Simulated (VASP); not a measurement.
# AlAu2 (I4/mmm) in VASP: notebook, part 2 of 2

VASP 6.6.1. The steps go on from the part before.

## (4) Single point, LDA

This run uses another cell than the first one, of 15.13 Å³/atom.

INCAR

```
SYSTEM = AlAu2
ALGO = Fast
EDIFF = 1E-6
ENCUT = 520
ISIF = 2
ISMEAR = 0
LASPH = .TRUE.
LCHARG = .FALSE.
LREAL = .FALSE.
LWAVE = .FALSE.
NBANDS = 20
NELM = 100
PREC = Accurate
SIGMA = 0.15
```

KPOINTS

```
k-points
0
G
  16 16 16
  0 0 0
```

POSCAR

```
AlAu2
1.0
   -1.6193000000      1.6193000000      4.3287266251
    1.6193000000     -1.6193000000      4.3287266251
    1.6193000000      1.6193000000     -4.3287266251
Al Au
1 2
Direct
    0.0000000000      0.0000000000      0.0000000000
    0.6570428093      0.6570428093      0.0000000000
    0.3429571907      0.3429571907      0.0000000000
```

Potentials or basis: VASP PAW LDA potentials, release 64 (Al, Au).

On the command line:

```sh
$ cat potpaw_LDA.64/Al/POTCAR potpaw_LDA.64/Au/POTCAR > POTCAR
$ mpirun -np 1 vasp_std > vasp.out
```

OUTCAR:

```text
SYSTEM = AlAu2
   EDIFF = 1E-6
   ENCUT = 520
   ISIF = 2
   ISMEAR = 0
   LASPH = .TRUE.
   LREAL = .FALSE.
   NELM = 100
   PREC = Accurate

 ion  position               nearest neighbor table
   1  0.000  0.000  0.000-   2 2.66   2 2.66   2 2.66   3 2.66   2 2.66   3 2.66   3 2.66   3 2.66
                             2 2.97   3 2.97
   2  0.657  0.657  0.000-   1 2.66   1 2.66   1 2.66   1 2.66   3 2.72   3 2.80   3 2.80   3 2.80
                             3 2.80   1 2.97
   3  0.343  0.343  0.000-   1 2.66   1 2.66   1 2.66   1 2.66   2 2.72   2 2.80   2 2.80   2 2.80
                             2 2.80   1 2.97

  LATTYP: Found a body centered tetragonal cell.
 ALAT       =     3.2386000000
 C/A-ratio  =     2.6732085624

  Lattice vectors:

 A1 = (  -1.6193000000,   1.6193000000,   4.3287266251)
 A2 = (   1.6193000000,  -1.6193000000,   4.3287266251)
 A3 = (   1.6193000000,   1.6193000000,  -4.3287266251)

Analysis of symmetry for initial positions (statically):
=====================================================================
 Subroutine PRICEL returns:
 Original cell was already a primitive cell.

 Routine SETGRP: Setting up the symmetry group for a
 body centered tetragonal supercell.

 Subroutine GETGRP returns: Found 16 space group operations
 (whereof 16 operations were pure point group operations)
 out of a pool of 16 trial point group operations.

The static configuration has the point symmetry D_4h.

Analysis of symmetry for dynamics (positions and initial velocities):
=====================================================================
 Subroutine PRICEL returns:
 Original cell was already a primitive cell.

 Routine SETGRP: Setting up the symmetry group for a
 body centered tetragonal supercell.

 Subroutine GETGRP returns: Found 16 space group operations
 (whereof 16 operations were pure point group operations)
 out of a pool of 16 trial point group operations.

The dynamic configuration has the point symmetry D_4h.

 Subroutine INISYM returns: Found 16 space group operations
 (whereof 16 operations are pure point group operations),
 and found     1 'primitive' translations

----------------------------------------------------------------------------------------

                                     Primitive cell

  volume of cell :      45.4020

  direct lattice vectors                    reciprocal lattice vectors
    -1.619300000  1.619300000  4.328726625     0.000000000  0.308775397  0.115507410
     1.619300000 -1.619300000  4.328726625     0.308775397  0.000000000  0.115507410
     1.619300000  1.619300000 -4.328726625     0.308775397  0.308775397  0.000000000

  length of vectors
     4.897156233  4.897156233  4.897156233     0.329672879  0.329672879  0.436674354

  position of ions in fractional coordinates (direct lattice)
     0.000000000  0.000000000  0.000000000
     0.657042809  0.657042809  0.000000000
     0.342957191  0.342957191  0.000000000

  ion indices of the primitive-cell ions
   primitive index   ion index
                 1           1
                 2           2
                 3           3

----------------------------------------------------------------------------------------

 KPOINTS: k-points

Automatic generation of k-mesh.
 Grid dimensions read from file:
 generate k-points for:   16   16   16

 Generating k-lattice:

  Cartesian coordinates                     Fractional coordinates (reciprocal lattice)
     0.000000000  0.019298462  0.007219213     0.062500000  0.000000000  0.000000000
     0.019298462  0.000000000  0.007219213     0.000000000  0.062500000  0.000000000
     0.019298462  0.019298462  0.000000000     0.000000000  0.000000000  0.062500000

  Length of vectors
     0.020604555  0.020604555  0.027292147

  Shift w.r.t. Gamma in fractional coordinates (k-lattice)
     0.000000000  0.000000000  0.000000000

 Subroutine IBZKPT returns following result:
 ===========================================

 Found    349 irreducible k-points:

 Following reciprocal coordinates:
            Coordinates               Weight
  0.000000  0.000000  0.000000      1.000000
  0.062500  0.000000  0.000000      8.000000
  0.125000  0.000000  0.000000      8.000000
  0.187500  0.000000  0.000000      8.000000
  0.250000  0.000000  0.000000      8.000000
  0.312500  0.000000  0.000000      8.000000
[... 16 lines left out ...]
 -0.125000  0.062500  0.000000     16.000000
 -0.062500  0.062500  0.000000      4.000000
 [... further k-points ...]
   k-points           NKPTS =    349   k-points in BZ     NKDIM =    349   number of bands    NBANDS=     20
   number of dos      NEDOS =    301   number of ions     NIONS =      3
   total plane-waves  NPLWV =  46656
   dimension x,y,z NGX =    36 NGY =   36 NGZ =   36
   dimension x,y,z NGXF=    72 NGYF=   72 NGZF=   72
   ions per type =               1   2
   NGX,Y,Z   is equivalent  to a cutoff of  12.22, 12.22, 12.22 a.u.
   NGXF,Y,Z  is equivalent  to a cutoff of  24.44, 24.44, 24.44 a.u.
 SYSTEM =  AlAu2
   PREC   = accura    normal or accurate (medium, high low for compatibility)
   ISTART =      0    job   : 0-new  1-cont  2-samecut
   ICHARG =      2    charge: 1-file 2-atom 10-const
   ISPIN  =      1    spin polarized calculation?
   LNONCOLLINEAR =      F non collinear calculations
   LSORBIT =      F    spin-orbit coupling
   LASPH  =      T    aspherical Exc in radial PAW
   ENCUT  =  520.0 eV  38.22 Ry    6.18 a.u.   9.11  9.11  9.11*2*pi/ulx,y,z
   NELM   =    100;   NELMIN=  2; NELMDL= -5     # of ELM steps
   EDIFF  = 0.1E-05   stopping-criterion for ELM
   LREAL  =      F    real-space projection
[... 7 lines left out ...]
   TEBEG  =    0.0;   TEEND  =   0.0 temperature during run
   PSTRESS=    0.0 pullay stress
   NELECT =      25.0000    total number of electrons
   NUPDOWN=      -1.0000    fix difference up-down
   EMIN   =  10.00;   EMAX   =-10.00  energy-range for DOS
   EFERMI =   0.00;   METHOD = LEGACY
   ISMEAR =     0;   SIGMA  =   0.15  broadening in eV -4-tet -1-fermi 0-gaus
   EFERMI_NEDOS =   21; number of points for ismear=-14 and -15
   IALGO  =     68    algorithm
   IMIX   =      4    mixing-type and parameters
     AMIX     =   0.40;   BMIX     =  1.00
     AMIX_MAG =   1.60;   BMIX_MAG =  1.00
  volume/ion in A,a.u.               =      15.13       102.13
  Fermi-wavevector in a.u.,A,eV,Ry     =   1.341827  2.535686 24.497291  1.800500
  Thomas-Fermi vector in A             =   2.470030
   LORBIT       =      0    0 simple, 1 ext, 2 COOP (PROOUT), +10 PAW based schemes
   GGA     = CA    functional components
   LHFCALC =     F    Hartree Fock is set to
   AEXX    =    0.0000 exact exchange contribution
   IVDW    =     0    specifies the selected vdW correction
   LEPSILON=     F    determine dielectric tensor
   LRPA    =     F    only Hartree local field effects (RPA)
 non-spin polarized calculation
 RMM-DIIS sequential band-by-band and
 Gauss-broadening in eV      SIGMA  =   0.15
  energy-cutoff  :      520.00
  volume of cell :       45.40
 maximum number of plane-waves:      1242
   NGX = 19   NGY = 19   NGZ = 19

 number of electron      25.0000000 magnetization

 Free energy of the ion-electron system (eV)
  ---------------------------------------------------
  ext. energy  EPLUGINS =         0.00000000
  ---------------------------------------------------
  free energy    TOTEN  =       -14.13427912 eV

  energy without entropy =      -14.12793273  energy(sigma->0) =      -14.13110592

 E-fermi :  10.8751     XC(G=0): -12.6922

 val. band max:       10.8630259831   @ k =  -0.4375   0.2500   0.0625
 cond. band min:      10.9008090150   @ k =  -0.4375   0.1250   0.0625
 fundamental gap:      0.0377830319
 Fermi energy:        10.8751274861

 k-point     1 :       0.0000    0.0000    0.0000
  band No.  band energies     occupation
      1      -0.8971      2.00000
      2       3.4117      2.00000
      3       3.8579      2.00000
      4       4.9867      2.00000
      5       5.2996      2.00000
      6       5.3986      2.00000
[... 12 lines left out ...]
     19      18.5086      0.00000
     20      20.5573      0.00000
[... 507 lines left out ...]
 k-point    24 :      -0.0625    0.0625    0.0000
  band No.  band energies     occupation
      1      -0.7654      2.00000
      2       3.4963      2.00000
      3       3.9060      2.00000
      4       4.8848      2.00000
      5       5.1026      2.00000
      6       5.1845      2.00000
[... 12 lines left out ...]
     19      19.5270      0.00000
     20      21.7831      0.00000

 [... further k-points ...]

------------------------ aborting loop because EDIFF is reached ----------------------------------------

  FORCE on cell =-STRESS in cart. coord.  units (eV):
  Direction    XX          YY          ZZ          XY          YZ          ZX
  --------------------------------------------------------------------------------------
  -------------------------------------------------------------------------------------
  Total        2.2511103      2.2511103      1.9656677      0.0000000      0.0000000      0.0000000
  in kB       79.4387807     79.4387807     69.3658785      0.0000000      0.0000000      0.0000000
  external PRESSURE =      76.0811466 kB  Pullay stress =       0.0000000 kB

 VOLUME and BASIS-vectors are now :
 -----------------------------------------------------------------------------
  energy-cutoff  :      520.00
  volume of cell :       45.40
      direct lattice vectors                 reciprocal lattice vectors
    -1.619300000  1.619300000  4.328726625     0.000000000  0.308775397  0.115507410
     1.619300000 -1.619300000  4.328726625     0.308775397  0.000000000  0.115507410
     1.619300000  1.619300000 -4.328726625     0.308775397  0.308775397  0.000000000

 POSITION                                       TOTAL-FORCE (eV/Angst)
 -----------------------------------------------------------------------------------
      0.00000      0.00000      0.00000        -0.000000     -0.000000     -0.000000
      0.00000      0.00000      5.68832         0.000000      0.000000     -0.147416
      0.00000      0.00000      2.96914        -0.000000     -0.000000      0.147416
 -----------------------------------------------------------------------------------
    total drift:                                0.000000      0.000000     -0.000000

  FREE ENERGIE OF THE ION-ELECTRON SYSTEM (eV)
  ---------------------------------------------------
  free  energy   TOTEN  =       -14.1342791179 eV

  energy  without entropy=      -14.1279327289  energy(sigma->0) =      -14.13110592
```

stdout:

```text
POSCAR found type information on POSCAR AlAu
 POSCAR found :  2 types and       3 ions
 scaLAPACK will be used
 LDA part: xc-table for (Slater(with rela. corr.)+CA(PZ))
 , standard interpolation
 POSCAR, INCAR and KPOINTS ok, starting setup
 FFT: planning ... GRIDC
 FFT: planning ... GRID_SOFT
 FFT: planning ... GRID
 WAVECAR not read
 entering main loop
```

It took 10 min on 1 thread of Intel Xeon 8259CL, shared host; peak memory 0.41 GiB.

What came out:

* Free energy: -14.1343 eV
* Pressure: 7.6 GPa
* Largest force: 0.147 eV/Å
* Band gap on the k mesh: zero (an odd number of electrons rules out a gap without spin polarisation)

Forces in eV/Å, atoms in the order of the input:
```
Al   0.000  0.000  0.000
Au   0.000  0.000 -0.147
Au   0.000  0.000  0.147
```

Caveat: the cell stands under pressure; spin-orbit coupling is left out, which moves the levels of the heavy elements.

## (5) Overview

| cell | gap on the mesh (eV) | pressure (GPa) | largest force (eV/Å) |
| --- | --- | --- | --- |
| a = 4.807 Å, angles 140.2, 140.2, 57.5°, 3 atoms | none | 9.9 | 0.28 |
| a = 4.641 Å, angles 137.4, 137.4, 61.8°, 3 atoms | none | 13.3 | 1.83 |
| a = 4.897 Å, angles 141.4, 141.4, 55.8°, 3 atoms | none | 7.6 | 0.15 |

Alike in all rows: task single point; level LDA; potentials or basis VASP PAW LDA potentials, release 64 (Al, Au); no spin polarisation; k mesh 16 × 16 × 16; cutoff (eV) 520; smearing gaussian 0.15 eV.

Caveats: spin-orbit coupling is left out, which moves the levels of the heavy elements; the cell stands under pressure (at least some runs); the stress differs along the axes, from 7 to 26 GPa (at least some runs); forces of over 1 eV/Å act on the atoms, so gaps and moduli don't describe the material at rest (at least some runs).

Total energies depend on the potentials used, so only differences within one code and one set of settings carry meaning.

The gap in the log of VASP goes by the Fermi energy; the results here count the filled bands.